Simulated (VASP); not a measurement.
# Al3RuN (Pmma) in VASP: single point with PBE

Aim: the single point of Al3RuN with PBE.

All numbers are computed with VASP 6.6.1; they aren't measurements. Logs are shortened: lines on timing, memory, paths and dates and some standing lists are left out, and cuts for length are marked.

### 1 The cell of the first run

It takes space group Pmma (No. 51, orthorhombic). The conventional cell has a = 6.077 Å, b = 3.027 Å, c = 6.608 Å, α = 90.00°, β = 90.00°, γ = 90.00°. Within 2.6 Å of Al (site symmetry m) lie 1 N at 1.96 Å and 4 Ru at 2.53 to 2.56 Å. Within 2.9 Å of Al (site symmetry mm2) lie 4 N at 2.16 Å and 4 Al at 2.79 Å and 1 Ru at 2.85 Å. Ru (site symmetry mm2) has 9 Al at 2.53 to 2.85 Å and 4 Ru at 3.03 to 3.06 Å within 3.3 Å. Within 2.6 Å of N (site symmetry 2/m) lie 6 Al at 1.96 to 2.16 Å.

### 2 Single point, PBE

INCAR

```
ALGO     = Normal         # electronic algorithm
EDIFF    = 1E-7           # SCF threshold, eV
ENCUT    = 520            # plane-wave cutoff, eV
GGA      = PE             # functional
ISIF     = 2              # what is computed and relaxed
ISMEAR   = 0              # smearing method
LASPH    = T              # aspherical terms in the spheres
LCHARG   = F              # write CHGCAR
LREAL    = F              # projectors in reciprocal space
LWAVE    = F              # write WAVECAR
NBANDS   = 39             # bands
NELM     = 60             # most SCF steps
PREC     = Accurate       # precision mode
SIGMA    = 0.2            # smearing width, eV
```

KPOINTS

```
k-points
0
Gamma
  8 4 4
```

POSCAR

```
Al3RuN
1.0
    0.0000000000     -3.0271003163      0.0000000000
   -6.0772407559      0.0000000000      0.0000000000
    0.0000000000      0.0000000000     -6.6083236133
Al Ru N
6 2 2
Direct
    0.5000000000      0.0211184306      0.7952912167
    0.5000000000      0.4788815694      0.7952912167
    0.5000000000      0.9788815694      0.2047087833
    0.5000000000      0.5211184306      0.2047087833
    0.0000000000      0.2500000000      0.4572297619
    0.0000000000      0.7500000000      0.5427702381
    0.0000000000      0.7500000000      0.9741895666
    0.0000000000      0.2500000000      0.0258104334
    0.5000000000      0.0000000000      0.5000000000
    0.5000000000      0.5000000000      0.5000000000
```

Potentials or basis: VASP PAW PBE potentials, release 64 (Al, Ru_pv, N).

Command:

```bash
$ cat potpaw_PBE.64/Al/POTCAR potpaw_PBE.64/Ru_pv/POTCAR potpaw_PBE.64/N/POTCAR > POTCAR
$ mpirun -np 1 vasp_std > vasp.out
```

OUTCAR:

```text
EDIFF = 1E-7
   ENCUT = 520
   GGA = PE
   ISIF = 2
   ISMEAR = 0
   LASPH = T
   LREAL = F
   NELM = 60
   PREC = Accurate

 ion  position               nearest neighbor table
   1  0.500  0.021  0.795-   9 1.96   7 2.53   7 2.53   8 2.56   8 2.56   3 2.72   2 2.78   6 2.79
                             6 2.79   5 3.04   5 3.04   2 3.30
   2  0.500  0.479  0.795-  10 1.96   7 2.53   7 2.53   8 2.56   8 2.56   4 2.72   1 2.78   6 2.79
                             6 2.79   5 3.04   5 3.04   1 3.30
   3  0.500  0.979  0.205-   9 1.96   8 2.53   8 2.53   7 2.56   7 2.56   1 2.72   4 2.78   5 2.79
                             5 2.79   6 3.04   6 3.04   4 3.30
   4  0.500  0.521  0.205-  10 1.96   8 2.53   8 2.53   7 2.56   7 2.56   2 2.72   3 2.78   5 2.79
                             5 2.79   6 3.04   6 3.04   3 3.30
   5  0.000  0.250  0.457-   9 2.16  10 2.16   9 2.16  10 2.16   3 2.79   4 2.79   3 2.79   4 2.79
                             8 2.85   2 3.04   1 3.04   1 3.04   2 3.04   6 3.09   6 3.09
   6  0.000  0.750  0.543-   9 2.16  10 2.16   9 2.16  10 2.16   1 2.79   2 2.79   1 2.79   2 2.79
                             7 2.85   3 3.04   4 3.04   4 3.04   3 3.04   5 3.09   5 3.09
   7  0.000  0.750  0.974-   1 2.53   2 2.53   1 2.53   2 2.53   3 2.56   4 2.56   3 2.56   4 2.56
                             6 2.85   8 3.06   8 3.06
   8  0.000  0.250  0.026-   3 2.53   4 2.53   3 2.53   4 2.53   1 2.56   2 2.56   1 2.56   2 2.56
                             5 2.85   7 3.06   7 3.06
   9  0.500  0.000  0.500-   1 1.96   3 1.96   5 2.16   6 2.16   5 2.16   6 2.16
  10  0.500  0.500  0.500-   2 1.96   4 1.96   5 2.16   6 2.16   5 2.16   6 2.16

  LATTYP: Found a simple orthorhombic cell.
 ALAT       =     3.0271003163
 B/A-ratio  =     2.0076112850
 C/A-ratio  =     2.1830540527

  Lattice vectors:

 A1 = (   0.0000000000,  -3.0271003163,   0.0000000000)
 A2 = (  -6.0772407559,   0.0000000000,   0.0000000000)
 A3 = (   0.0000000000,   0.0000000000,  -6.6083236133)

Analysis of symmetry for initial positions (statically):
=====================================================================
 Subroutine PRICEL returns:
 Original cell was already a primitive cell.

 Routine SETGRP: Setting up the symmetry group for a
 simple orthorhombic supercell.

 Subroutine GETGRP returns: Found  8 space group operations
 (whereof  4 operations were pure point group operations)
 out of a pool of  8 trial point group operations.

The static configuration has the point symmetry C_2h.
 The point group associated with its full space group is D_2h.

Analysis of symmetry for dynamics (positions and initial velocities):
=====================================================================
 Subroutine PRICEL returns:
 Original cell was already a primitive cell.

 Routine SETGRP: Setting up the symmetry group for a
 simple orthorhombic supercell.

 Subroutine GETGRP returns: Found  8 space group operations
 (whereof  4 operations were pure point group operations)
 out of a pool of  8 trial point group operations.

The dynamic configuration has the point symmetry C_2h.
 The point group associated with its full space group is D_2h.

 Subroutine INISYM returns: Found  8 space group operations
 (whereof  4 operations are pure point group operations),
 and found     1 'primitive' translations

----------------------------------------------------------------------------------------

                                     Primitive cell

  volume of cell :     121.5695

  direct lattice vectors                    reciprocal lattice vectors
     0.000000000 -3.027100316  0.000000000     0.000000000 -0.330349145  0.000000000
    -6.077240756  0.000000000  0.000000000    -0.164548360  0.000000000  0.000000000
     0.000000000  0.000000000 -6.608323613     0.000000000  0.000000000 -0.151324308

  length of vectors
     3.027100316  6.077240756  6.608323613     0.330349145  0.164548360  0.151324308

  position of ions in fractional coordinates (direct lattice)
     0.500000000  0.021118431  0.795291217
     0.500000000  0.478881569  0.795291217
     0.500000000  0.978881569  0.204708783
     0.500000000  0.521118431  0.204708783
     0.000000000  0.250000000  0.457229762
     0.000000000  0.750000000  0.542770238
     0.000000000  0.750000000  0.974189567
     0.000000000  0.250000000  0.025810433
     0.500000000  0.000000000  0.500000000
     0.500000000  0.500000000  0.500000000

  ion indices of the primitive-cell ions
   primitive index   ion index
                 1           1
                 2           2
                 3           3
                 4           4
                 5           5
                 6           6
                 7           7
                 8           8
                 9           9
                10          10

----------------------------------------------------------------------------------------

 KPOINTS: k-points

Automatic generation of k-mesh.
 Grid dimensions read from file:
 generate k-points for:    8    4    4

 Generating k-lattice:

  Cartesian coordinates                     Fractional coordinates (reciprocal lattice)
     0.000000000 -0.041293643  0.000000000     0.125000000  0.000000000  0.000000000
    -0.041137090  0.000000000  0.000000000     0.000000000  0.250000000  0.000000000
     0.000000000  0.000000000 -0.037831077     0.000000000  0.000000000  0.250000000

  Length of vectors
     0.041293643  0.041137090  0.037831077

  Shift w.r.t. Gamma in fractional coordinates (k-lattice)
     0.000000000  0.000000000  0.000000000

 Subroutine IBZKPT returns following result:
 ===========================================

 Found     45 irreducible k-points:

 Following reciprocal coordinates:
            Coordinates               Weight
  0.000000  0.000000  0.000000      1.000000
  0.125000  0.000000  0.000000      2.000000
  0.250000  0.000000  0.000000      2.000000
  0.375000  0.000000  0.000000      2.000000
  0.500000  0.000000  0.000000      1.000000
  0.000000  0.250000  0.000000      2.000000
[... 16 lines left out ...]
  0.250000  0.250000  0.250000      8.000000
  0.375000  0.250000  0.250000      8.000000
 [... further k-points ...]
   k-points           NKPTS =     45   k-points in BZ     NKDIM =     45   number of bands    NBANDS=     39
   number of dos      NEDOS =    301   number of ions     NIONS =     10
   total plane-waves  NPLWV =  57600
   dimension x,y,z NGX =    24 NGY =   48 NGZ =   50
   dimension x,y,z NGXF=    48 NGYF=   96 NGZF=  100
   ions per type =               6   2   2
   NGX,Y,Z   is equivalent  to a cutoff of  13.18, 13.13, 12.58 a.u.
   NGXF,Y,Z  is equivalent  to a cutoff of  26.36, 26.26, 25.16 a.u.
 SYSTEM =  unknown system
   PREC   = accura    normal or accurate (medium, high low for compatibility)
   ISTART =      0    job   : 0-new  1-cont  2-samecut
   ICHARG =      2    charge: 1-file 2-atom 10-const
   ISPIN  =      1    spin polarized calculation?
   LNONCOLLINEAR =      F non collinear calculations
   LSORBIT =      F    spin-orbit coupling
   LASPH  =      T    aspherical Exc in radial PAW
   ENCUT  =  520.0 eV  38.22 Ry    6.18 a.u.   5.63 11.30 12.29*2*pi/ulx,y,z
   NELM   =     60;   NELMIN=  2; NELMDL= -5     # of ELM steps
   EDIFF  = 0.1E-06   stopping-criterion for ELM
   LREAL  =      F    real-space projection
   EDIFFG = 0.1E-05   stopping-criterion for IOM
   NSW    =      0    number of steps for IOM
   IBRION =     -1    ionic relax: 0-MD 1-quasi-New 2-CG
   NFREE  =      0    steps in history (QN), initial steepest desc. (CG)
   ISIF   =      2    stress and relaxation
   ISYM   =      2    0-nonsym 1-usesym 2-fastsym
   POTIM  = 0.5000    time-step for ionic-motion
   TEBEG  =    0.0;   TEEND  =   0.0 temperature during run
   PSTRESS=    0.0 pullay stress
   NELECT =      56.0000    total number of electrons
   NUPDOWN=      -1.0000    fix difference up-down
   EMIN   =  10.00;   EMAX   =-10.00  energy-range for DOS
   EFERMI =   0.00;   METHOD = LEGACY
   ISMEAR =     0;   SIGMA  =   0.20  broadening in eV -4-tet -1-fermi 0-gaus
   EFERMI_NEDOS =   21; number of points for ismear=-14 and -15
   IALGO  =     38    algorithm
   IMIX   =      4    mixing-type and parameters
     AMIX     =   0.40;   BMIX     =  1.00
     AMIX_MAG =   1.60;   BMIX_MAG =  1.00
  volume/ion in A,a.u.               =      12.16        82.04
  Fermi-wavevector in a.u.,A,eV,Ry     =   1.264336  2.389249 21.749547  1.598547
  Thomas-Fermi vector in A             =   2.397647
   LORBIT       =      0    0 simple, 1 ext, 2 COOP (PROOUT), +10 PAW based schemes
   GGA     = PE    functional components
   LHFCALC =     F    Hartree Fock is set to
   AEXX    =    0.0000 exact exchange contribution
   IVDW    =     0    specifies the selected vdW correction
   LEPSILON=     F    determine dielectric tensor
   LRPA    =     F    only Hartree local field effects (RPA)
 non-spin polarized calculation
 Gauss-broadening in eV      SIGMA  =   0.20
  energy-cutoff  :      520.00
  volume of cell :      121.57
 maximum number of plane-waves:      3313
 NGX is ok and might be reduce to    24
   NGX = 11   NGY = 23   NGZ = 25

 number of electron      56.0000006 magnetization

 Free energy of the ion-electron system (eV)
  ---------------------------------------------------
  ext. energy  EPLUGINS =         0.00000000
  ---------------------------------------------------
  free energy    TOTEN  =       -64.97680262 eV

  energy without entropy =      -64.97224825  energy(sigma->0) =      -64.97452544

 E-fermi :  10.5362     XC(G=0): -11.7569

 val. band max:       10.3686937943   @ k =   0.5000   0.2500   0.0000
 cond. band min:      10.5440010946   @ k =   0.0000   0.0000   0.5000
 fundamental gap:      0.1753073003
 Fermi energy:        10.5361601088

 k-point     1 :       0.0000    0.0000    0.0000
  band No.  band energies     occupation
      1     -32.1620      2.00000
      2     -31.9968      2.00000
      3     -31.9666      2.00000
      4     -31.9519      2.00000
      5     -31.9385      2.00000
      6     -31.9227      2.00000
[... 31 lines left out ...]
     38      16.3451      0.00000
     39      16.6210      0.00000

 k-point     2 :       0.1250    0.0000    0.0000
  band No.  band energies     occupation
      1     -32.1587      2.00000
      2     -31.9943      2.00000
      3     -31.9940      2.00000
      4     -31.9784      2.00000
      5     -31.9356      2.00000
      6     -31.9200      2.00000
[... 31 lines left out ...]
     38      16.4270      0.00000
     39      16.7810      0.00000

 k-point     3 :       0.2500    0.0000    0.0000
  band No.  band energies     occupation
      1     -32.1508      2.00000
      2     -32.0597      2.00000
      3     -32.0420      2.00000
      4     -31.9884      2.00000
      5     -31.9285      2.00000
      6     -31.9136      2.00000
[... 832 lines left out ...]
 k-point    23 :       0.2500    0.2500    0.2500
  band No.  band energies     occupation
      1     -32.1275      2.00000
      2     -32.0572      2.00000
      3     -32.0446      2.00000
      4     -32.0129      2.00000
      5     -31.9261      2.00000
      6     -31.9152      2.00000
[... 31 lines left out ...]
     38      15.8903      0.00000
     39      16.2366      0.00000

 k-point    24 :       0.3750    0.2500    0.2500
  band No.  band energies     occupation
      1     -32.1219      2.00000
      2     -32.1198      2.00000
      3     -32.1079      2.00000
      4     -32.0067      2.00000
      5     -31.9191      2.00000
      6     -31.9087      2.00000
[... 31 lines left out ...]
     38      15.3168      0.00000
     39      15.7357      0.00000

 [... further k-points ...]

------------------------ aborting loop because EDIFF is reached ----------------------------------------

  FORCE on cell =-STRESS in cart. coord.  units (eV):
  Direction    XX          YY          ZZ          XY          YZ          ZX
  --------------------------------------------------------------------------------------
  -------------------------------------------------------------------------------------
  Total       -0.0896729     -0.0877591     -0.1200515      0.0000000      0.0000000     -0.0000000
  in kB       -1.1818092     -1.1565871     -1.5821717      0.0000000      0.0000000     -0.0000000
  external PRESSURE =      -1.3068560 kB  Pullay stress =       0.0000000 kB

 VOLUME and BASIS-vectors are now :
 -----------------------------------------------------------------------------
  energy-cutoff  :      520.00
  volume of cell :      121.57
      direct lattice vectors                 reciprocal lattice vectors
     0.000000000 -3.027100316  0.000000000     0.000000000 -0.330349145  0.000000000
    -6.077240756  0.000000000  0.000000000    -0.164548360  0.000000000  0.000000000
     0.000000000  0.000000000 -6.608323613     0.000000000  0.000000000 -0.151324308

 POSITION                                       TOTAL-FORCE (eV/Angst)
 -----------------------------------------------------------------------------------
     -0.12834     -1.51355     -5.25554         0.001915     -0.000000      0.014430
     -2.91028     -1.51355     -5.25554        -0.001915      0.000000      0.014430
     -5.94890     -1.51355     -1.35278        -0.001915      0.000000     -0.014430
     -3.16696     -1.51355     -1.35278         0.001915     -0.000000     -0.014430
     -1.51931      0.00000     -3.02152         0.000000      0.000000     -0.003218
     -4.55793      0.00000     -3.58680         0.000000      0.000000      0.003218
     -4.55793      0.00000     -6.43776         0.000000      0.000000      0.004229
     -1.51931      0.00000     -0.17056         0.000000      0.000000     -0.004229
      0.00000     -1.51355     -3.30416         0.000000      0.000000      0.000000
     -3.03862     -1.51355     -3.30416         0.000000      0.000000      0.000000
 -----------------------------------------------------------------------------------
    total drift:                               -0.000000     -0.000000     -0.000000

  FREE ENERGIE OF THE ION-ELECTRON SYSTEM (eV)
  ---------------------------------------------------
  free  energy   TOTEN  =       -64.9768026219 eV

  energy  without entropy=      -64.9722482490  energy(sigma->0) =      -64.97452544
```

Wall time 2 min (1 thread of AMD EPYC 9R45 (Zen 5), shared host); peak memory 0.31 GiB.

What came out:

```
Free energy            : -64.9768 eV
Pressure               : -0.1 GPa
Largest force          : 0.015 eV/Å
Band gap on the k mesh : zero (filled and empty bands touch)
```

Forces on the atoms (eV/Å):
```
Al   0.002  0.000  0.014
Al  -0.002  0.000  0.014
Al  -0.002  0.000 -0.014
Al   0.002  0.000 -0.014
Al   0.000  0.000 -0.003
Al   0.000  0.000  0.003
Ru   0.000  0.000  0.004
Ru   0.000  0.000 -0.004
N    0.000  0.000  0.000
N    0.000  0.000  0.000
```

Levels at points of the mesh, in eV from the Fermi level:
```
           k point  band 25  band 26  band 27  band 28  band 29  band 30  band 31  band 32
(0.00, 0.00, 0.00)    -1.89    -1.58    -1.25    -0.76     0.19     0.99     1.87     4.27
(0.50, 0.00, 0.00)    -1.47    -0.98    -0.93     0.01     0.60     0.64     1.31     1.45
(0.00, 0.50, 0.00)    -1.74    -1.74    -1.38    -1.38     1.29     1.29     2.29     2.29
(0.50, 0.50, 0.00)    -1.84    -1.84    -0.95    -0.95     1.14     1.14     1.66     1.66
(0.00, 0.00, 0.50)    -1.50    -1.27    -1.25    -0.75     0.01     1.11     2.01     3.16
(0.50, 0.00, 0.50)    -2.08    -2.03    -1.47    -1.30     0.66     0.83     1.88     2.59
(0.00, 0.50, 0.50)    -1.72    -1.72    -1.35    -1.35     1.38     1.38     2.23     2.23
(0.50, 0.50, 0.50)    -1.84    -1.84    -0.56    -0.56     0.79     0.79     2.52     2.52
```

The gap in the log of VASP goes by the Fermi energy; the results here count the filled bands.